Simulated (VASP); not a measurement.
# Hg (Fm-3m) in VASP: single point with PBE

Aim: the single point of Hg with PBE.

Everything below comes from runs of VASP 6.6.1. Logs are shortened: lines on timing, memory, paths and dates and some standing lists are left out, and cuts for length are marked.

## Step 1: The cell of the first run

Symmetry: Fm-3m, No. 225, cubic system. Conventional cell: a = 5.064 Å, b = 5.064 Å, c = 5.064 Å, α = 90.00°, β = 90.00°, γ = 90.00°. Hg (site symmetry m-3m) has 12 Hg at 3.58 Å within 4.7 Å.

## Step 2: Single point, PBE

The input, POSCAR:

```
Hg
1.0
    0.0000000000      2.5318349464      2.5318349464
    2.5318349464      0.0000000000      2.5318349464
    2.5318349464      2.5318349464      0.0000000000
Hg
1
Direct
    0.0000000000      0.0000000000      0.0000000000
```

The input, INCAR.step1:

```
PREC = Accurate ; ENCUT = 520
EDIFF = 1E-6 ; ISMEAR = 0
SIGMA = 0.05 ; LREAL = F
LASPH = T ; NELM = 80
ALGO = Normal ; ISIF = 2
LWAVE = F ; LCHARG = T
GGA = PE ; NBANDS = 12
```

The input, KPOINTS.step1:

```
Automatic mesh
0
Gamma
  16 16 16
```

The input, INCAR.step2:

```
PREC = Accurate ; ENCUT = 520
EDIFF = 1E-6 ; ISMEAR = -5
SIGMA = 0.05 ; LREAL = F
LASPH = T ; NELM = 80
ALGO = Normal ; ISIF = 2
LWAVE = F ; LCHARG = F
GGA = PE ; LORBIT = 11
NEDOS = 1001 ; ICHARG = 11
```

The input, KPOINTS.step2:

```
Automatic mesh
0
Gamma
  24 24 24
```

Potentials or basis: VASP PAW PBE potentials, release 64 (Hg).

Launch:

```sh
cat potpaw_PBE.64/Hg/POTCAR > POTCAR
cp INCAR.step1 INCAR
cp KPOINTS.step1 KPOINTS
mpirun -np 1 vasp_std > vasp.out
cp INCAR.step2 INCAR
cp KPOINTS.step2 KPOINTS
mpirun -np 1 vasp_std > vasp.out
```

OUTCAR:

```text
PREC = Accurate
   ENCUT = 520
   EDIFF = 1E-6
   ISMEAR = -5
   LREAL = F
   LASPH = T
   NELM = 80
   ISIF = 2
   GGA = PE
   LORBIT = 11
   ICHARG = 11

 ion  position               nearest neighbor table
   1  0.000  0.000  0.000-

  LATTYP: Found a face centered cubic cell.
 ALAT       =     5.0636698928

  Lattice vectors:

 A1 = (   0.0000000000,   2.5318349464,   2.5318349464)
 A2 = (   2.5318349464,   0.0000000000,   2.5318349464)
 A3 = (   2.5318349464,   2.5318349464,   0.0000000000)

Analysis of symmetry for initial positions (statically):
=====================================================================
 Subroutine PRICEL returns:
 Original cell was already a primitive cell.

 Routine SETGRP: Setting up the symmetry group for a
 face centered cubic supercell.

 Subroutine GETGRP returns: Found 48 space group operations
 (whereof 48 operations were pure point group operations)
 out of a pool of 48 trial point group operations.

The static configuration has the point symmetry O_h .

Analysis of symmetry for dynamics (positions and initial velocities):
=====================================================================
 Subroutine PRICEL returns:
 Original cell was already a primitive cell.

 Routine SETGRP: Setting up the symmetry group for a
 face centered cubic supercell.

 Subroutine GETGRP returns: Found 48 space group operations
 (whereof 48 operations were pure point group operations)
 out of a pool of 48 trial point group operations.

The dynamic configuration has the point symmetry O_h .

 Subroutine INISYM returns: Found 48 space group operations
 (whereof 48 operations are pure point group operations),
 and found     1 'primitive' translations

----------------------------------------------------------------------------------------

                                     Primitive cell

  volume of cell :      32.4591

  direct lattice vectors                    reciprocal lattice vectors
     0.000000000  2.531834946  2.531834946    -0.197485227  0.197485227  0.197485227
     2.531834946  0.000000000  2.531834946     0.197485227 -0.197485227  0.197485227
     2.531834946  2.531834946  0.000000000     0.197485227  0.197485227 -0.197485227

  length of vectors
     3.580555319  3.580555319  3.580555319     0.342054448  0.342054448  0.342054448

[... 79 lines left out ...]
   NELM   =     80;   NELMIN=  2; NELMDL=  0     # of ELM steps
   EDIFF  = 0.1E-05   stopping-criterion for ELM
   LREAL  =      F    real-space projection
   EDIFFG = 0.1E-04   stopping-criterion for IOM
   NSW    =      0    number of steps for IOM
   IBRION =     -1    ionic relax: 0-MD 1-quasi-New 2-CG
   NFREE  =      0    steps in history (QN), initial steepest desc. (CG)
   ISIF   =      2    stress and relaxation
   ISYM   =      2    0-nonsym 1-usesym 2-fastsym
   POTIM  = 0.5000    time-step for ionic-motion
   TEBEG  =    0.0;   TEEND  =   0.0 temperature during run
   PSTRESS=    0.0 pullay stress
   NELECT =      12.0000    total number of electrons
   NUPDOWN=      -1.0000    fix difference up-down
   EMIN   =  10.00;   EMAX   =-10.00  energy-range for DOS
   EFERMI =   0.00;   METHOD = LEGACY
   ISMEAR =    -5;   SIGMA  =   0.05  broadening in eV -4-tet -1-fermi 0-gaus
   EFERMI_NEDOS =   21; number of points for ismear=-14 and -15
   IALGO  =     38    algorithm
   IMIX   =      4    mixing-type and parameters
     AMIX     =   0.40;   BMIX     =  1.00
     AMIX_MAG =   1.60;   BMIX_MAG =  1.00
  volume/ion in A,a.u.               =      32.46       219.04
  Fermi-wavevector in a.u.,A,eV,Ry     =   1.174960  2.220353 18.783274  1.380532
  Thomas-Fermi vector in A             =   2.311349
   LORBIT       =     11    0 simple, 1 ext, 2 COOP (PROOUT), +10 PAW based schemes
   GGA     = PE    functional components
   LHFCALC =     F    Hartree Fock is set to
   AEXX    =    0.0000 exact exchange contribution
   IVDW    =     0    specifies the selected vdW correction
   LEPSILON=     F    determine dielectric tensor
   LRPA    =     F    only Hartree local field effects (RPA)
 non-spin polarized calculation
 Fermi weights with tetrahedron method with Bloechl corrections
  energy-cutoff  :      520.00
  volume of cell :       32.46
 maximum number of plane-waves:       897

 number of electron      12.0000002 magnetization

 Free energy of the ion-electron system (eV)
  ---------------------------------------------------
  ext. energy  EPLUGINS =         0.00000000
  ---------------------------------------------------
  free energy    TOTEN  =        -0.17533013 eV

  energy without entropy =       -0.17533013  energy(sigma->0) =       -0.17533013

 E-fermi :   0.0221     XC(G=0):  -9.1505

 val. band max:        0.0062383019   @ k =   0.5000   0.5000   0.0000
 cond. band min:       0.2676536230   @ k =   0.5000   0.0000   0.0000
 fundamental gap:      0.2614153211
 Fermi energy:         0.0220582636

 k-point     1 :       0.0000    0.0000    0.0000
  band No.  band energies     occupation
      1      -6.1617      2.00000
      2      -5.5556      2.00000
      3      -5.5556      2.00000
      4      -5.5556      2.00000
      5      -5.2359      2.00000
      6      -5.2359      2.00000
      7      12.5613      0.00000
      8      12.5613      0.00000
      9      12.5613      0.00000
     10      13.4484      0.00000
[... 287 lines left out ...]
 k-point    24 :       0.4583    0.0417    0.0000
  band No.  band energies     occupation
      1      -5.9510      2.00000
      2      -5.5510      2.00000
      3      -5.5358      2.00000
      4      -4.9960      2.00000
      5      -4.9612      2.00000
      6      -1.9832      2.00000
      7       0.9639      0.00000
      8      10.5046      0.00000
      9      10.5190      0.00000
     10      12.6765      0.00000

 [... further k-points ...]
[... 5 lines left out ...]
  --------------------------------------------------------------------------------------
  -------------------------------------------------------------------------------------
  Total        0.0042391      0.0042391      0.0042391      0.0000000      0.0000000      0.0000000
  in kB        0.2092412      0.2092412      0.2092412      0.0000000      0.0000000      0.0000000
  external PRESSURE =       0.2092412 kB  Pullay stress =       0.0000000 kB

 VOLUME and BASIS-vectors are now :
 -----------------------------------------------------------------------------
  energy-cutoff  :      520.00
  volume of cell :       32.46
      direct lattice vectors                 reciprocal lattice vectors
     0.000000000  2.531834946  2.531834946    -0.197485227  0.197485227  0.197485227
     2.531834946  0.000000000  2.531834946     0.197485227 -0.197485227  0.197485227
     2.531834946  2.531834946  0.000000000     0.197485227  0.197485227 -0.197485227

 POSITION                                       TOTAL-FORCE (eV/Angst)
 -----------------------------------------------------------------------------------
      0.00000      0.00000      0.00000         0.000000      0.000000     -0.000000
 -----------------------------------------------------------------------------------
    total drift:                               -0.000000      0.000000      0.000000

  FREE ENERGIE OF THE ION-ELECTRON SYSTEM (eV)
  ---------------------------------------------------
  free  energy   TOTEN  =        -0.1753301305 eV

  energy  without entropy=       -0.1753301305  energy(sigma->0) =       -0.17533013

 total charge

# of ion       s       p       d       tot
------------------------------------------
    1        0.990   0.078   9.348  10.416
```

OUTCAR.step1:

```text
PREC = Accurate
   ENCUT = 520
   EDIFF = 1E-6
   ISMEAR = 0
   LREAL = F
   LASPH = T
[... 575 lines left out ...]

 POSITION                                       TOTAL-FORCE (eV/Angst)
 -----------------------------------------------------------------------------------
      0.00000      0.00000      0.00000         0.000000      0.000000      0.000000
 -----------------------------------------------------------------------------------
    total drift:                               -0.000000     -0.000000      0.000000

  FREE ENERGIE OF THE ION-ELECTRON SYSTEM (eV)
  ---------------------------------------------------
  free  energy   TOTEN  =        -0.1753258653 eV

  energy  without entropy=       -0.1753256878  energy(sigma->0) =       -0.17532578
```

Wall time 2.7 min (1 thread of AMD EPYC, shared host); peak memory 0.23 GiB.

What came out:

- Valence electrons inside the program's atomic spheres: Hg 10.42

Levels at points of the mesh, in eV from the valence-band top:
```
           k point  band 3  band 4  band 5  band 6  band 7  band 8  band 9  band 10
(0.00, 0.00, 0.00)   -5.56   -5.56   -5.24   -5.24   12.56   12.56   12.56    13.44
(0.50, 0.00, 0.00)   -5.56   -4.96   -4.96   -1.47    0.26   10.67   10.67    12.77
(0.50, 0.50, 0.00)   -4.98   -4.89   -4.89    0.00    1.29    6.77    6.77    10.06
```

Caveat: spin-orbit coupling is left out, which moves the levels of the heavy elements.
